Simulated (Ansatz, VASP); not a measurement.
## Hg: VASP beside Ansatz

INCAR

```
SYSTEM = Hg
PREC = Accurate
ENCUT = 520
EDIFF = 1E-6
ISMEAR = -1
SIGMA = 0.1
LREAL = .FALSE.
LASPH = .TRUE.
NELM = 100
ALGO = Normal
ISIF = 2
LWAVE = .FALSE.
LCHARG = .FALSE.
GGA = PS
NBANDS = 12
```

Contents of KPOINTS:

```
regular mesh
0
G
  18 18 18
  0 0 0
```

The input POSCAR:

```
Hg
1.0
    1.8184873312      1.0499041502      2.2525347344
   -1.8184873312      1.0499041502      2.2525347344
    0.0000000000     -2.0998083004      2.2525347344
Hg
1
Direct
    0.0000000000      1.0000000000      1.0000000000
```

Input for Ansatz:

```yaml
crystal:
  lattice:
    - [1.8184873476, 1.0499041596, 2.2525347252]
    - [-1.8184873476, 1.0499041596, 2.2525347252]
    - [0.0, -2.0998083193, 2.2525347252]
  atoms:
    - { symbol: Hg, position: [0.0, 0.0, 0.0] }
hamiltonian:
  xc: pbesol
  pseudopotentials:
    kind: paw
    azcp:
      Hg: "pseudopotentials/Hg.paw.azcp"
basis:
  ecutwfc: 420
  fft_grid_basis: typed
kpoints:
  mp_grid: { grid: [18, 18, 18], shift: [0, 0, 0] }
magnetization:
  spin_polarized: false
scf:
  occupations: { method: fermi_dirac, width: 0.1 }
output:
  stress: true
```

Alike in both runs: task single point; functional PBEsol; k mesh 18 × 18 × 18; occupations fermi-dirac, width 0.1 eV; no spin polarisation.

```csv
,VASP,Ansatz
version,VASP 6.6.1,Ansatz 0.2.0
potentials or method,"VASP PAW PBE potentials, release 64 (Hg), cutoff 520 eV","plane waves (420 eV) with PAW, scalar-relativistic"
valence electrons in the cell,12,20
```

```csv
,VASP,Ansatz,Ansatz less VASP
pressure (GPa),-2.1,-2.4,-0.28
"traceless stress, the component that is largest in VASP (GPa)",-0.67,-0.79,-0.124
```

VASP's potentials were made for PBE, not for PBEsol, and Ansatz warns of the same on its side. The functional is the same, so the differences come from potentials, cutoffs and numerics. VASP's potentials hold 12 valence electrons a cell and Ansatz's 20, so a difference there can come from the potentials and not from the codes.

Spin-orbit coupling is off throughout.
